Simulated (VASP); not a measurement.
# MnO in VASP: notebook

MnO is run at these levels: PBE; tasks: single point.

Program: VASP 6.6.1. These are calculated values, not measurements. Logs are shortened: lines on timing, memory, paths and dates and some standing lists are left out, and cuts for length are marked.

## Step 1: The cell of the first run

Symmetry: Fm-3m, No. 225, cubic system. The conventional cell has a = 4.446 Å, b = 4.446 Å, c = 4.446 Å, α = 90.00°, β = 90.00°, γ = 90.00°. Mn (site symmetry m-3m) has 6 O at 2.22 Å within 2.9 Å. O (site symmetry m-3m) has 6 Mn at 2.22 Å within 2.9 Å.

## Step 2: Single point, PBE, collinear spin, ferromagnetic start

Contents of INCAR:

```
SYSTEM = MnO
PREC = Accurate
ENCUT = 600
EDIFF = 1E-6
ISMEAR = 0
SIGMA = 0.05
LREAL = .FALSE.
LASPH = .TRUE.
NELM = 200
ALGO = Normal
ISIF = 2
LWAVE = .FALSE.
LCHARG = .TRUE.
ISPIN = 2
MAGMOM = 5 0
LORBIT = 11
LMAXMIX = 4
GGA = PE
LELF = .TRUE.
LVHAR = .TRUE.
NBANDS = 20
GGA_COMPAT = .FALSE.
```

Contents of KPOINTS:

```
Automatic mesh
0
G
  14 14 14
  0 0 0
```

Contents of POSCAR:

```
MnO
1.0
    0.0000000000      2.2230000000      2.2230000000
    2.2230000000      0.0000000000      2.2230000000
    2.2230000000      2.2230000000      0.0000000000
Mn O
1 1
Direct
    0.0000000000      0.0000000000      0.0000000000
    0.5000000000      0.5000000000      0.5000000000
```

Potentials or basis: VASP PAW PBE potentials, release 64 (Mn_pv, O).

Command:

```bash
$ cat potpaw_PBE.64/Mn_pv/POTCAR potpaw_PBE.64/O/POTCAR > POTCAR
$ mpirun -np 1 vasp_std > vasp.out
```

OUTCAR:

```text
SYSTEM = MnO
   PREC = Accurate
   ENCUT = 600
   EDIFF = 1E-6
   ISMEAR = 0
   LREAL = .FALSE.
   LASPH = .TRUE.
   NELM = 200
   ISIF = 2
   ISPIN = 2
   LORBIT = 11
   GGA = PE

 ion  position               nearest neighbor table
   1  0.000  0.000  0.000-   2 2.22   2 2.22   2 2.22   2 2.22   2 2.22   2 2.22
   2  0.500  0.500  0.500-   1 2.22   1 2.22   1 2.22   1 2.22   1 2.22   1 2.22

  LATTYP: Found a face centered cubic cell.
 ALAT       =     4.4460000000

  Lattice vectors:

 A1 = (   0.0000000000,   2.2230000000,   2.2230000000)
 A2 = (   2.2230000000,   0.0000000000,   2.2230000000)
 A3 = (   2.2230000000,   2.2230000000,   0.0000000000)

Analysis of symmetry for initial positions (statically):
=====================================================================
 Subroutine PRICEL returns:
 Original cell was already a primitive cell.

 Routine SETGRP: Setting up the symmetry group for a
 face centered cubic supercell.

 Subroutine GETGRP returns: Found 48 space group operations
 (whereof 48 operations were pure point group operations)
 out of a pool of 48 trial point group operations.

The static configuration has the point symmetry O_h .

Analysis of symmetry for dynamics (positions and initial velocities):
=====================================================================
 Subroutine PRICEL returns:
 Original cell was already a primitive cell.

 Routine SETGRP: Setting up the symmetry group for a
 face centered cubic supercell.

 Subroutine GETGRP returns: Found 48 space group operations
 (whereof 48 operations were pure point group operations)
 out of a pool of 48 trial point group operations.

The dynamic configuration has the point symmetry O_h .

Analysis of structural, dynamic, and magnetic symmetry:
=====================================================================
 Subroutine PRICEL returns:
 Original cell was already a primitive cell.

 Routine SETGRP: Setting up the symmetry group for a
 face centered cubic supercell.

 Subroutine GETGRP returns: Found 48 space group operations
 (whereof 48 operations were pure point group operations)
 out of a pool of 48 trial point group operations.

The overall configuration has the point symmetry O_h .

 Subroutine INISYM returns: Found 48 space group operations
 (whereof 48 operations are pure point group operations),
 and found     1 'primitive' translations

----------------------------------------------------------------------------------------

                                     Primitive cell

  volume of cell :      21.9709

  direct lattice vectors                    reciprocal lattice vectors
     0.000000000  2.223000000  2.223000000    -0.224921278  0.224921278  0.224921278
     2.223000000  0.000000000  2.223000000     0.224921278 -0.224921278  0.224921278
     2.223000000  2.223000000  0.000000000     0.224921278  0.224921278 -0.224921278

  length of vectors
     3.143796749  3.143796749  3.143796749     0.389575080  0.389575080  0.389575080

  position of ions in fractional coordinates (direct lattice)
     0.000000000  0.000000000  0.000000000
     0.500000000  0.500000000  0.500000000

  ion indices of the primitive-cell ions
   primitive index   ion index
                 1           1
                 2           2

----------------------------------------------------------------------------------------

 KPOINTS: Automatic mesh

Automatic generation of k-mesh.
 Grid dimensions read from file:
 generate k-points for:   14   14   14

 Generating k-lattice:

  Cartesian coordinates                     Fractional coordinates (reciprocal lattice)
    -0.016065806  0.016065806  0.016065806     0.071428571  0.000000000  0.000000000
     0.016065806 -0.016065806  0.016065806     0.000000000  0.071428571  0.000000000
     0.016065806  0.016065806 -0.016065806     0.000000000  0.000000000  0.071428571

  Length of vectors
     0.027826791  0.027826791  0.027826791

  Shift w.r.t. Gamma in fractional coordinates (k-lattice)
     0.000000000  0.000000000  0.000000000

 Subroutine IBZKPT returns following result:
 ===========================================

 Found    104 irreducible k-points:

 Following reciprocal coordinates:
            Coordinates               Weight
  0.000000  0.000000  0.000000      1.000000
  0.071429  0.000000  0.000000      8.000000
  0.142857  0.000000  0.000000      8.000000
  0.214286  0.000000  0.000000      8.000000
  0.285714  0.000000  0.000000      8.000000
  0.357143  0.000000  0.000000      8.000000
[... 16 lines left out ...]
  0.214286  0.142857  0.000000     24.000000
  0.285714  0.142857  0.000000     24.000000
 [... further k-points ...]
   k-points           NKPTS =    104   k-points in BZ     NKDIM =    104   number of bands    NBANDS=     20
   number of dos      NEDOS =    301   number of ions     NIONS =      2
   total plane-waves  NPLWV =  21952
   dimension x,y,z NGX =    28 NGY =   28 NGZ =   28
   dimension x,y,z NGXF=    56 NGYF=   56 NGZF=   56
   ions per type =               1   1
   NGX,Y,Z   is equivalent  to a cutoff of  14.81, 14.81, 14.81 a.u.
   NGXF,Y,Z  is equivalent  to a cutoff of  29.61, 29.61, 29.61 a.u.
 SYSTEM =  MnO
   PREC   = accura    normal or accurate (medium, high low for compatibility)
   ISTART =      0    job   : 0-new  1-cont  2-samecut
   ICHARG =      2    charge: 1-file 2-atom 10-const
   ISPIN  =      2    spin polarized calculation?
   LNONCOLLINEAR =      F non collinear calculations
   LSORBIT =      F    spin-orbit coupling
   LASPH  =      T    aspherical Exc in radial PAW
   ENCUT  =  600.0 eV  44.10 Ry    6.64 a.u.   6.28  6.28  6.28*2*pi/ulx,y,z
   NELM   =    200;   NELMIN=  2; NELMDL= -5     # of ELM steps
   EDIFF  = 0.1E-05   stopping-criterion for ELM
   LREAL  =      F    real-space projection
   EDIFFG = 0.1E-04   stopping-criterion for IOM
   NSW    =      0    number of steps for IOM
   IBRION =     -1    ionic relax: 0-MD 1-quasi-New 2-CG
   NFREE  =      0    steps in history (QN), initial steepest desc. (CG)
   ISIF   =      2    stress and relaxation
   ISYM   =      2    0-nonsym 1-usesym 2-fastsym
   POTIM  = 0.5000    time-step for ionic-motion
   TEBEG  =    0.0;   TEEND  =   0.0 temperature during run
   PSTRESS=    0.0 pullay stress
   NELECT =      19.0000    total number of electrons
   NUPDOWN=      -1.0000    fix difference up-down
   EMIN   =  10.00;   EMAX   =-10.00  energy-range for DOS
   EFERMI =   0.00;   METHOD = LEGACY
   ISMEAR =     0;   SIGMA  =   0.05  broadening in eV -4-tet -1-fermi 0-gaus
   EFERMI_NEDOS =   21; number of points for ismear=-14 and -15
   IALGO  =     38    algorithm
   IMIX   =      4    mixing-type and parameters
     AMIX     =   0.40;   BMIX     =  1.00
     AMIX_MAG =   1.60;   BMIX_MAG =  1.00
  volume/ion in A,a.u.               =      10.99        74.13
  Fermi-wavevector in a.u.,A,eV,Ry     =   1.559708  2.947420 33.098734  2.432688
  Thomas-Fermi vector in A             =   2.663027
   LORBIT       =     11    0 simple, 1 ext, 2 COOP (PROOUT), +10 PAW based schemes
   GGA     = PE    functional components
   LHFCALC =     F    Hartree Fock is set to
   AEXX    =    0.0000 exact exchange contribution
   IVDW    =     0    specifies the selected vdW correction
   LEPSILON=     F    determine dielectric tensor
   LRPA    =     F    only Hartree local field effects (RPA)
 spin polarized calculation
 Gauss-broadening in eV      SIGMA  =   0.05
  energy-cutoff  :      600.00
  volume of cell :       21.97
 maximum number of plane-waves:       754
 NGX is ok and might be reduce to    28

 number of electron      18.9999997 magnetization       4.7526646

 Free energy of the ion-electron system (eV)
  ---------------------------------------------------
  ext. energy  EPLUGINS =         0.00000000
  ---------------------------------------------------
  free energy    TOTEN  =       -16.40464850 eV

  energy without entropy =      -16.40327049  energy(sigma->0) =      -16.40395950

 E-fermi :   7.5364     XC(G=0): -11.8643

 val. band max:        7.5334622217   @ k =  -0.2143   0.2857   0.0714
 cond. band min:       7.5426104593   @ k =   0.2857   0.2143   0.0000
 fundamental gap:      0.0091482376
 Fermi energy:         7.5364432466

 spin component 1

 k-point     1 :       0.0000    0.0000    0.0000
  band No.  band energies     occupation
      1     -42.8370      1.00000
      2     -42.8370      1.00000
      3     -42.8370      1.00000
      4     -12.7368      1.00000
      5       3.7846      1.00000
      6       3.7846      1.00000
[... 12 lines left out ...]
     19      27.2485      0.00000
     20      27.2485      0.00000

 k-point     2 :       0.0714    0.0000    0.0000
  band No.  band energies     occupation
      1     -42.8402      1.00000
      2     -42.8374      1.00000
      3     -42.8374      1.00000
      4     -12.6930      1.00000
      5       3.2617      1.00000
      6       3.4537      1.00000
[... 12 lines left out ...]
     19      26.8264      0.00000
     20      27.8640      0.00000

 k-point     3 :       0.1429    0.0000    0.0000
  band No.  band energies     occupation
      1     -42.8490      1.00000
      2     -42.8386      1.00000
      3     -42.8386      1.00000
      4     -12.5679      1.00000
      5       2.3506      1.00000
      6       2.9211      1.00000
[... 12 lines left out ...]
     19      26.4535      0.00000
     20      29.2939      0.00000

 k-point     4 :       0.2143    0.0000    0.0000
  band No.  band energies     occupation
      1     -42.8618      1.00000
      2     -42.8403      1.00000
      3     -42.8402      1.00000
      4     -12.3804      1.00000
      5       1.4022      1.00000
      6       2.4204      1.00000
[... 429 lines left out ...]
 k-point    23 :       0.2143    0.1429    0.0000
  band No.  band energies     occupation
      1     -42.8565      1.00000
      2     -42.8436      1.00000
      3     -42.8430      1.00000
      4     -12.3933      1.00000
      5       1.3290      1.00000
      6       2.8058      1.00000
[... 12 lines left out ...]
     19      29.8462      0.00000
     20      31.2429      0.00000

 k-point    24 :       0.2857    0.1429    0.0000
  band No.  band energies     occupation
      1     -42.8680      1.00000
      2     -42.8457      1.00000
      3     -42.8447      1.00000
      4     -12.2191      1.00000
      5       0.8041      1.00000
      6       2.2616      1.00000
[... 12 lines left out ...]
     19      29.7357      0.00000
     20      32.5816      0.00000

 [... further k-points ...]

 spin component 2

 k-point     1 :       0.0000    0.0000    0.0000
  band No.  band energies     occupation
      1     -38.1856      1.00000
      2     -38.1856      1.00000
      3     -38.1856      1.00000
      4     -12.3018      1.00000
      5       4.1642      1.00000
      6       4.1642      1.00000
[... 12 lines left out ...]
     19      29.5884      0.00000
     20      29.5884      0.00000

 k-point     2 :       0.0714    0.0000    0.0000
  band No.  band energies     occupation
      1     -38.1897      1.00000
      2     -38.1861      1.00000
      3     -38.1861      1.00000
      4     -12.2593      1.00000
      5       3.8329      1.00000
      6       4.0619      1.00000
[... 12 lines left out ...]
     19      28.9076      0.00000
     20      30.0401      0.00000

 k-point     3 :       0.1429    0.0000    0.0000
  band No.  band energies     occupation
      1     -38.2010      1.00000
      2     -38.1875      1.00000
      3     -38.1875      1.00000
      4     -12.1378      1.00000
      5       3.0763      1.00000
      6       3.8008      1.00000
[... 12 lines left out ...]
     19      28.2358      0.00000
     20      31.1685      0.00000

 k-point     4 :       0.2143    0.0000    0.0000
  band No.  band energies     occupation
      1     -38.2174      1.00000
      2     -38.1894      1.00000
      3     -38.1894      1.00000
      4     -11.9563      1.00000
      5       2.2068      1.00000
      6       3.4726      1.00000
[... 429 lines left out ...]
 k-point    23 :       0.2143    0.1429    0.0000
  band No.  band energies     occupation
      1     -38.2105      1.00000
      2     -38.1938      1.00000
      3     -38.1929      1.00000
      4     -11.9679      1.00000
      5       2.2350      1.00000
      6       3.6206      1.00000
[... 12 lines left out ...]
     19      31.3916      0.00000
     20      33.1191      0.00000

 k-point    24 :       0.2857    0.1429    0.0000
  band No.  band energies     occupation
      1     -38.2252      1.00000
      2     -38.1963      1.00000
      3     -38.1950      1.00000
      4     -11.7991      1.00000
      5       1.6860      1.00000
      6       3.2447      1.00000
[... 12 lines left out ...]
     19      31.1797      0.00000
     20      34.0409      0.00000

 [... further k-points ...]

------------------------ aborting loop because EDIFF is reached ----------------------------------------

  FORCE on cell =-STRESS in cart. coord.  units (eV):
  Direction    XX          YY          ZZ          XY          YZ          ZX
  --------------------------------------------------------------------------------------
  -------------------------------------------------------------------------------------
  Total       -0.0778760     -0.0778760     -0.0778760      0.0000000      0.0000000     -0.0000000
  in kB       -5.6789191     -5.6789191     -5.6789191      0.0000000      0.0000000     -0.0000000
  external PRESSURE =      -5.6789191 kB  Pullay stress =       0.0000000 kB

 VOLUME and BASIS-vectors are now :
 -----------------------------------------------------------------------------
  energy-cutoff  :      600.00
  volume of cell :       21.97
      direct lattice vectors                 reciprocal lattice vectors
     0.000000000  2.223000000  2.223000000    -0.224921278  0.224921278  0.224921278
     2.223000000  0.000000000  2.223000000     0.224921278 -0.224921278  0.224921278
     2.223000000  2.223000000  0.000000000     0.224921278  0.224921278 -0.224921278

 POSITION                                       TOTAL-FORCE (eV/Angst)
 -----------------------------------------------------------------------------------
      0.00000      0.00000      0.00000        -0.000000      0.000000      0.000000
      2.22300      2.22300      2.22300         0.000000     -0.000000     -0.000000
 -----------------------------------------------------------------------------------
    total drift:                                0.000000      0.000000      0.000000

  FREE ENERGIE OF THE ION-ELECTRON SYSTEM (eV)
  ---------------------------------------------------
  free  energy   TOTEN  =       -16.4046485039 eV

  energy  without entropy=      -16.4032704940  energy(sigma->0) =      -16.40395950

 total charge

# of ion       s       p       d       tot
------------------------------------------
    1        0.203   6.176   4.975  11.354
    2        1.558   3.415   0.000   4.973
--------------------------------------------------
tot          1.761   9.591   4.975  16.327

 magnetization (x)

# of ion       s       p       d       tot
------------------------------------------
    1        0.034   0.026   4.259   4.319
    2        0.030   0.168   0.000   0.198
--------------------------------------------------
tot          0.065   0.194   4.259   4.518
```

Run time: 2.6 min. Hardware: 1 thread of Oxide Virtual Turin-like, shared host; peak memory 0.2 GiB.

What came out:

* Free energy: -16.4046 eV
* Pressure: -0.6 GPa
* Net moment: 4.75 μB per cell
* Site moments: Mn +4.32; O +0.20 μB
* Valence electrons inside the program's atomic spheres: Mn 11.35; O 4.97

Levels at points of the mesh, in eV from the Fermi level:
Spin up:
```
           k point  band 8  band 9  band 10  band 11  band 12  band 13  band 14  band 15  band 16  band 17
(0.00, 0.00, 0.00)   -3.22   -3.22    -3.22    -2.69    -2.69    -0.52    13.98    16.34    16.34    16.34
(0.50, 0.00, 0.00)   -2.32   -2.32    -1.88     0.20     0.20     3.48     7.73    11.88    11.88    18.47
(0.50, 0.50, 0.00)   -4.21   -2.26    -2.05    -2.05    -1.92     5.02     7.82    10.41    13.65    13.65
```
Spin down:
| k point | band 3 | band 4 | band 5 | band 6 | band 7 | band 8 | band 9 | band 10 | band 11 | band 12 |
| --- | --- | --- | --- | --- | --- | --- | --- | --- | --- | --- |
| (0.00, 0.00, 0.00) | -45.72 | -19.84 | -3.37 | -3.37 | -3.37 | 0.73 | 0.73 | 0.73 | 0.79 | 1.36 |
| (0.50, 0.00, 0.00) | -45.73 | -18.88 | -7.37 | -4.86 | -4.86 | 1.91 | 1.96 | 1.96 | 3.62 | 3.62 |
| (0.50, 0.50, 0.00) | -45.75 | -18.92 | -6.43 | -4.35 | -4.35 | -0.84 | 1.94 | 2.14 | 2.39 | 2.39 |

Caveat: a cell with one magnetic atom can't hold antiferromagnetic order, which such compounds often take; semilocal functionals often make such compounds metallic where correlation or magnetic order opens a gap, which also shifts bond lengths.

## Step 3: Single point, PBE, collinear spin, ferromagnetic start

This run uses another cell than the first one: it holds 4 atoms, not 2.

Contents of INCAR:

```
PREC = Accurate
ENCUT = 600
EDIFF = 1E-6
ISMEAR = 0
SIGMA = 0.05
LREAL = False
LASPH = True
NELM = 200
ALGO = Normal
ISIF = 2
LWAVE = False
LCHARG = False
ISPIN = 2
MAGMOM = 5 5 0 0
LORBIT = 11
LMAXMIX = 4
GGA = PE
NBANDS = 31
GGA_COMPAT = False
```

Contents of KPOINTS:

```
Automatic mesh
0
Gamma
  8 8 6
```

Contents of POSCAR:

```
MnO
1.0
    0.0000000000      2.2200320392     -2.2200320392
    0.0000000000      2.2200320392      2.2200320392
    4.4400640784      0.0000000000      0.0000000000
Mn O
2 2
Direct
    0.0000000000      0.0000000000      0.0000000000
    0.5000000000      0.5000000000      0.5000000000
    0.0000000000      1.0000000000      0.5000000000
    0.5000000000      1.5000000000      1.0000000000
```

Potentials or basis: VASP PAW PBE potentials, release 64 (Mn_pv, O).

Command:

```bash
$ cat potpaw_PBE.64/Mn_pv/POTCAR potpaw_PBE.64/O/POTCAR > POTCAR
$ mpirun -np 1 vasp_std > vasp.out
```

Run time: 2.7 min. Hardware: 1 thread of Oxide Virtual Turin-like, shared host; peak memory 0.25 GiB.

It converged, with:

| Item | Value |
| --- | --- |
| Free energy | -32.8121 eV |
| Pressure | 0.4 GPa |
| Net moment | 9.54 μB per cell |
| Site moments | Mn +4.33; O +0.20 μB |
| Valence electrons inside the program's atomic spheres | Mn 11.36; O 4.98 |

Stress tensor (GPa, compression positive):
```
-0.12  0.00  0.00
 0.00  0.71  0.00
 0.00  0.00  0.71
```

Levels at points of the mesh, in eV from the Fermi level:
Spin up:
| k point | band 21 | band 22 | band 23 | band 24 | band 25 | band 26 | band 27 | band 28 |
| --- | --- | --- | --- | --- | --- | --- | --- | --- |
| (0.00, 0.00, 0.00) | -2.22 | -2.02 | -2.02 | -1.88 | -0.47 | 5.08 | 7.87 | 10.47 |
| (0.50, 0.00, 0.00) | -1.66 | -1.66 | 0.19 | 0.19 | 4.83 | 4.83 | 8.83 | 8.83 |
| (0.50, 0.50, 0.00) | -2.00 | -2.00 | -1.87 | -1.87 | 5.08 | 5.08 | 7.87 | 7.87 |
| (0.00, 0.00, 0.50) | -2.04 | -2.04 | -1.57 | -1.57 | 3.47 | 3.47 | 11.36 | 11.36 |
| (0.50, 0.00, 0.50) | 0.25 | 0.25 | 0.25 | 0.25 | 3.52 | 3.52 | 7.80 | 7.80 |
| (0.50, 0.50, 0.50) | -1.95 | -1.95 | -0.90 | -0.90 | 7.09 | 7.09 | 8.32 | 8.32 |
Spin down:
| k point | band 12 | band 13 | band 14 | band 15 | band 16 | band 17 |
| --- | --- | --- | --- | --- | --- | --- |
| (0.00, 0.00, 0.00) | -3.35 | -3.34 | -3.34 | -0.81 | 0.77 | 0.77 |
| (0.50, 0.00, 0.00) | -5.09 | -4.74 | -4.74 | 1.55 | 1.55 | 1.67 |
| (0.50, 0.50, 0.00) | -4.33 | -4.32 | -4.32 | -0.81 | -0.81 | 1.99 |
| (0.00, 0.00, 0.50) | -3.99 | -3.99 | -3.99 | -0.07 | -0.07 | 1.71 |
| (0.50, 0.00, 0.50) | -4.84 | -4.83 | -4.83 | 1.97 | 1.97 | 2.01 |
| (0.50, 0.50, 0.50) | -5.68 | -5.22 | -5.22 | 1.31 | 1.31 | 1.31 |

Caveat: semilocal functionals often make such compounds metallic where correlation or magnetic order opens a gap, which also shifts bond lengths; the run started ferromagnetic, and an antiferromagnetic order may lie lower in energy.

(Part 1 of 2 ends here.)
